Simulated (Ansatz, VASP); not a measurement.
Given: the input of a run of VASP 6.6.1 on In.

Contents of INCAR:

```
PREC = Accurate
ENCUT = 520
EDIFF = 1E-6
ISMEAR = -1
SIGMA = 0.05
LREAL = False
LASPH = True
NELM = 100
ALGO = Normal
ISIF = 2
LWAVE = False
LCHARG = False
GGA = PS
NBANDS = 12
```

KPOINTS

```
regular mesh
0
Gamma
  11 11 11
```

File POSCAR:

```
In
1.0
   -1.6362350157      1.6362350157      2.4900825966
    1.6362350157     -1.6362350157      2.4900825966
    1.6362350157      1.6362350157     -2.4900825966
In
1
Direct
    0.0000000000      0.0000000000      0.0000000000
```

Potentials or basis: VASP PAW PBE potentials, release 64 (In_d).

Run with:

```sh
$ cat potpaw_PBE.64/In_d/POTCAR > POTCAR
$ mpirun -np 1 vasp_std > vasp.out
```

Q: Set up the same calculation for Ansatz 0.2.0. Potentials there: all-electron LAPW, scalar-relativistic.

A: As run (the cutoff follows the program's own potentials):

input.yaml

```yaml
crystal:
  lattice:
    - [-1.6362350157, 1.6362350157, 2.4900825966]
    - [1.6362350157, -1.6362350157, 2.4900825966]
    - [1.6362350157, 1.6362350157, -2.4900825966]
  atoms:
    - { symbol: In, position: [0.0, 0.0, 0.0] }
kpoints:
  mp_grid: { grid: [11, 11, 11] }
scf:
  occupations: { method: fermi_dirac, width: 0.05 }
hamiltonian:
  xc: pbesol
  pseudopotentials: { kind: all_electron, lapw: { basis_error: 0.001 } }
output:
  forces: true
  stress: true
  eigenvalues: true
```

Potentials or basis: all-electron LAPW, scalar-relativistic.

Command:

```sh
$ ansatz run input.yaml --threads 1 --pin off --max-ram 3072MiB --backend cpu --events-out ev --progress --plain --runs-dir out
```

Both were run:

|  | VASP | Ansatz | Ansatz less VASP |
| --- | --- | --- | --- |
| gap on the k mesh at the Fermi level (eV) | none | none | - |
| pressure (GPa) | -1.7 | -1.7 | +0.03 |
| traceless stress, the component that is largest in VASP (GPa) | -0.19 | -0.19 | -0.002 |

VASP's potentials were made for PBE, not for PBEsol. A gap of «none» marks a metal or a gap that the smearing closes. Ansatz ran all-electron here, and VASP with PAW potentials.
